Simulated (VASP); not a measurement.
# C (Fd-3m) in VASP: notebook, part 2 of 2

VASP 6.6.1. Earlier steps stand in the parts before.

### 4 Single point, PBEsol

This run uses another cell than the first one, of 5.53 Å³/atom, 0.994 times its volume.

INCAR

```
  PREC = Accurate
  ENCUT = 910
  EDIFF = 1E-6
  ISMEAR = 0
  SIGMA = 0.01
  LREAL = False
  LASPH = True
  NELM = 120
  ALGO = Normal
  ISIF = 2
  LWAVE = False
  LCHARG = True
  GGA = PS
  LELF = True
  LVHAR = True
  NBANDS = 11
  GGA_COMPAT = False
```

KPOINTS

```
Automatic mesh
0
Gamma
  10 10 10
```

POSCAR

```
C
1.0
    0.0000000000      1.7679841394      1.7679841394
    1.7679841394      0.0000000000      1.7679841394
    1.7679841394      1.7679841394      0.0000000000
C
2
Direct
    0.5000000000      0.5000000000      0.5000000000
    0.7500000000      0.7500000000      0.7500000000
```

Potentials or basis: VASP PAW PBE potentials, release 64 (C_h).

Command:

```sh
> cat potpaw_PBE.64/C_h/POTCAR > POTCAR
> mpirun -np 1 vasp_std > vasp.out
```

OUTCAR:

```text
PREC = Accurate
   ENCUT = 910
   EDIFF = 1E-6
   ISMEAR = 0
   LREAL = False
   LASPH = True
   NELM = 120
   ISIF = 2
   GGA = PS

 ion  position               nearest neighbor table
   1  0.500  0.500  0.500-
   2  0.750  0.750  0.750-

  LATTYP: Found a face centered cubic cell.
 ALAT       =     3.5359682788

  Lattice vectors:

 A1 = (   0.0000000000,   1.7679841394,   1.7679841394)
 A2 = (   1.7679841394,   0.0000000000,   1.7679841394)
 A3 = (   1.7679841394,   1.7679841394,   0.0000000000)

Analysis of symmetry for initial positions (statically):
=====================================================================
 Subroutine PRICEL returns:
 Original cell was already a primitive cell.

 Routine SETGRP: Setting up the symmetry group for a
 face centered cubic supercell.

 Subroutine GETGRP returns: Found 48 space group operations
 (whereof 24 operations were pure point group operations)
 out of a pool of 48 trial point group operations.

The static configuration has the point symmetry T_d .
 The point group associated with its full space group is O_h .

Analysis of symmetry for dynamics (positions and initial velocities):
=====================================================================
 Subroutine PRICEL returns:
 Original cell was already a primitive cell.

 Routine SETGRP: Setting up the symmetry group for a
 face centered cubic supercell.

 Subroutine GETGRP returns: Found 48 space group operations
 (whereof 24 operations were pure point group operations)
 out of a pool of 48 trial point group operations.

The dynamic configuration has the point symmetry T_d .
 The point group associated with its full space group is O_h .

 Subroutine INISYM returns: Found 48 space group operations
 (whereof 24 operations are pure point group operations),
 and found     1 'primitive' translations

[... 116 lines left out ...]
  Fermi-wavevector in a.u.,A,eV,Ry     =   1.469884  2.777678 29.396199  2.160560
  Thomas-Fermi vector in A             =   2.585208
   LORBIT       =      0    0 simple, 1 ext, 2 COOP (PROOUT), +10 PAW based schemes
   GGA     = PS    functional components
   LHFCALC =     F    Hartree Fock is set to
   AEXX    =    0.0000 exact exchange contribution
   IVDW    =     0    specifies the selected vdW correction
   LEPSILON=     F    determine dielectric tensor
   LRPA    =     F    only Hartree local field effects (RPA)
 non-spin polarized calculation
 Gauss-broadening in eV      SIGMA  =   0.01
  energy-cutoff  :      910.00
  volume of cell :       11.05
 maximum number of plane-waves:       701
 NGX is ok and might be reduce to    28
   NGX = 13   NGY = 13   NGZ = 13

 number of electron       8.0000000 magnetization

 Free energy of the ion-electron system (eV)
  ---------------------------------------------------
  ext. energy  EPLUGINS =         0.00000000
  ---------------------------------------------------
  free energy    TOTEN  =       -19.27214309 eV

  energy without entropy =      -19.27214309  energy(sigma->0) =      -19.27214309

 E-fermi :  11.4066     XC(G=0): -13.7052

 val. band max:       11.3304325483   @ k =   0.0000   0.0000   0.0000
 cond. band min:      15.4267497304   @ k =   0.4000   0.4000   0.0000
 fundamental gap:      4.0963171820
 Fermi energy:        11.4066104038

 k-point     1 :       0.0000    0.0000    0.0000
  band No.  band energies     occupation
      1     -10.5411      2.00000
      2      11.3304      2.00000
      3      11.3304      2.00000
      4      11.3304      2.00000
      5      16.9468      0.00000
      6      16.9468      0.00000
      7      16.9468      0.00000
      8      25.3033      0.00000
      9      30.6321      0.00000
     10      38.0550      0.00000
     11      38.0550      0.00000
[... 309 lines left out ...]
 k-point    24 :       0.4000    0.3000    0.0000
  band No.  band energies     occupation
      1      -5.8504      2.00000
      2       3.1880      2.00000
      3       5.1583      2.00000
      4       5.8038      2.00000
      5      16.0788      0.00000
      6      19.2773      0.00000
      7      25.6837      0.00000
      8      25.7696      0.00000
      9      33.4829      0.00000
     10      34.4108      0.00000
     11      42.3338      0.00000

 [... further k-points ...]
[... 5 lines left out ...]
  --------------------------------------------------------------------------------------
  -------------------------------------------------------------------------------------
  Total        0.4828049      0.4828049      0.4828049     -0.0000000      0.0000000     -0.0000000
  in kB       69.9869649     69.9869649     69.9869649     -0.0000000      0.0000000     -0.0000000
  external PRESSURE =      69.9869649 kB  Pullay stress =       0.0000000 kB

 VOLUME and BASIS-vectors are now :
 -----------------------------------------------------------------------------
  energy-cutoff  :      910.00
  volume of cell :       11.05
      direct lattice vectors                 reciprocal lattice vectors
     0.000000000  1.767984139  1.767984139    -0.282807967  0.282807967  0.282807967
     1.767984139  0.000000000  1.767984139     0.282807967 -0.282807967  0.282807967
     1.767984139  1.767984139  0.000000000     0.282807967  0.282807967 -0.282807967

 POSITION                                       TOTAL-FORCE (eV/Angst)
 -----------------------------------------------------------------------------------
      1.76798      1.76798      1.76798        -0.000000     -0.000000      0.000000
      2.65198      2.65198      2.65198         0.000000      0.000000     -0.000000
 -----------------------------------------------------------------------------------
    total drift:                                0.000000      0.000000     -0.000000

  FREE ENERGIE OF THE ION-ELECTRON SYSTEM (eV)
  ---------------------------------------------------
  free  energy   TOTEN  =       -19.2721430887 eV

  energy  without entropy=      -19.2721430887  energy(sigma->0) =      -19.27214309
```

OSZICAR:

```text
N       E                     dE             d eps       ncg     rms          rms(c)
DAV:   1     0.114727300887E+02    0.11473E+02   -0.65658E+03  1034   0.109E+03
DAV:   2    -0.189458878649E+02   -0.30419E+02   -0.28776E+02  1430   0.172E+02
DAV:   3    -0.199554073886E+02   -0.10095E+01   -0.10062E+01  1229   0.259E+01
DAV:   4    -0.199577294136E+02   -0.23220E-02   -0.23219E-02  1136   0.146E+00
DAV:   5    -0.199577319138E+02   -0.25002E-05   -0.25002E-05  1205   0.492E-02    0.484E+00
DAV:   6    -0.194498682999E+02    0.50786E+00   -0.25822E-01  1097   0.353E+00    0.263E+00
DAV:   7    -0.192714300910E+02    0.17844E+00   -0.31347E-01  1140   0.390E+00    0.332E-01
DAV:   8    -0.192721178369E+02   -0.68775E-03   -0.76493E-03  1103   0.799E-01    0.259E-02
DAV:   9    -0.192721361002E+02   -0.18263E-04   -0.15210E-05  1233   0.391E-02    0.158E-02
DAV:  10    -0.192721433516E+02   -0.72514E-05   -0.41174E-06  1150   0.183E-02    0.219E-03
DAV:  11    -0.192721430887E+02    0.26284E-06   -0.11212E-07   649   0.327E-03
   1 F= -.19272143E+02 E0= -.19272143E+02  d E =-.106191E-29
```

Wall time 13 s (1 thread of AMD EPYC 7R13 (Zen 3), shared host); peak memory 0.12 GiB.

Results:

- Free energy: -19.2721 eV
- Pressure: 7.0 GPa
- Band gap on the k mesh: 4.10 eV, indirect (least direct gap 5.62 eV)

Caveat: the cutoff is under 1.25 times the usual one of these potentials, so pressure, stress and relaxed cells hold a basis-set (Pulay) error; the PAW data sets were made with another functional, which shifts forces and pressure a little. A k mesh can miss the band edges.

### 5 Single point, PBEsol

This run uses another cell than the first one, of 5.59 Å³/atom, 1.004 times its volume.

INCAR

```
SYSTEM = C
  PREC = Accurate
  ENCUT = 910
  EDIFF = 1E-6
  ISMEAR = 0
  SIGMA = 0.01
  LREAL = .FALSE.
  LASPH = .TRUE.
  NELM = 120
  ALGO = Normal
  ISIF = 2
  LWAVE = .FALSE.
  LCHARG = .FALSE.
  GGA = PS
  NBANDS = 11
  GGA_COMPAT = .FALSE.
```

KPOINTS

```
Automatic mesh
0
G
  10 10 10
  0 0 0
```

POSCAR

```
C
1.0
    0.0000000000      1.7743499293      1.7743499293
    1.7743499293      0.0000000000      1.7743499293
    1.7743499293      1.7743499293      0.0000000000
C
2
Direct
    0.5000000000      0.5000000000      0.5000000000
    0.7500000000      0.7500000000      0.7500000000
```

Command:

```sh
> cat potpaw_PBE.64/C_h/POTCAR > POTCAR
> mpirun -np 1 vasp_std > vasp.out
```

It took 13 s on 1 thread of Intel Xeon Platinum 8375C at 2.90GHz (Ice Lake), shared host; peak memory 0.14 GiB.

The run converged. Its results:

```yaml
Free_energy: -19.2758 eV
Pressure: 2.0 GPa
Band_gap_on_the_k_mesh: 4.07 eV, indirect (least direct gap 5.59 eV)
```

Levels at points of the mesh, in eV from the valence-band top:
| k point | band 1 | band 2 | band 3 | band 4 | band 5 | band 6 | band 7 | band 8 |
| --- | --- | --- | --- | --- | --- | --- | --- | --- |
| (0.00, 0.00, 0.00) | -21.72 | 0.00 | 0.00 | 0.00 | 5.59 | 5.59 | 5.59 | 13.72 |
| (0.50, 0.00, 0.00) | -15.80 | -13.63 | -2.85 | -2.85 | 8.45 | 8.45 | 9.05 | 15.63 |
| (0.50, 0.50, 0.00) | -12.88 | -12.88 | -6.43 | -6.43 | 4.64 | 4.64 | 17.02 | 17.02 |

Caveat: the cutoff is under 1.25 times the usual one of these potentials, so pressure, stress and relaxed cells hold a basis-set (Pulay) error; the PAW data sets were made with another functional, which shifts forces and pressure a little. A k mesh can miss the band edges.

### 6 Overview

```csv
cell,gap on the mesh (eV),pressure (GPa)
"a = 2.506 Å, angles 60.0°, 2 atoms",4.08,4.0
"a = 2.487 Å, angles 60.0°, 2 atoms",4.13,15.0
"a = 2.500 Å, angles 60.0°, 2 atoms",4.10,7.0
"a = 2.509 Å, angles 60.0°, 2 atoms",4.07,2.0
```

Alike in all rows: task single point; level PBEsol; potentials or basis VASP PAW PBE potentials, release 64 (C_h); no spin polarisation; k mesh 10 × 10 × 10; cutoff (eV) 910; smearing gaussian 0.01 eV.

Caveats: the cutoff is under 1.25 times the usual one of these potentials, so pressure, stress and relaxed cells hold a basis-set (Pulay) error; the PAW data sets were made with another functional, which shifts forces and pressure a little.

Total energies depend on the potentials used, so only differences within one code and one set of settings carry meaning.
